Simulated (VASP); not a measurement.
A run of VASP 6.6.1:

Contents of INCAR:

```
PREC = Accurate
ENCUT = 520
EDIFF = 1E-6
ISMEAR = -1
SIGMA = 0.1
LREAL = F
LASPH = T
NELM = 60
ALGO = Normal
ISIF = 2
LWAVE = F
LCHARG = T
GGA = RP
LELF = T
LVHAR = T
NBANDS = 14
```

KPOINTS

```
regular mesh
0
Gamma
  18 18 18
```

File POSCAR:

```
Bi
1.0
    0.0000000000      2.5399972937      2.5399972937
    2.5399972937      0.0000000000      2.5399972937
    2.5399972937      2.5399972937      0.0000000000
Bi
1
Direct
    0.0000000000      0.0000000000      0.0000000000
```

Potentials or basis: VASP PAW PBE potentials, release 64 (Bi_d).

The run is started by

```console
$ cat potpaw_PBE.64/Bi_d/POTCAR > POTCAR
$ mpirun -np 1 vasp_std > vasp.out
```

Hardware: 1 thread of Intel(R) Xeon(R) 6975P-C (Granite Rapids), on a shared host.

Question: Estimate the wall time of this run.

Answer: Wall time 36 s on 1 thread of Intel(R) Xeon(R) 6975P-C (Granite Rapids) (shared host), peak memory 0.21 GiB. Counts: scf iterations 11, k points 195.
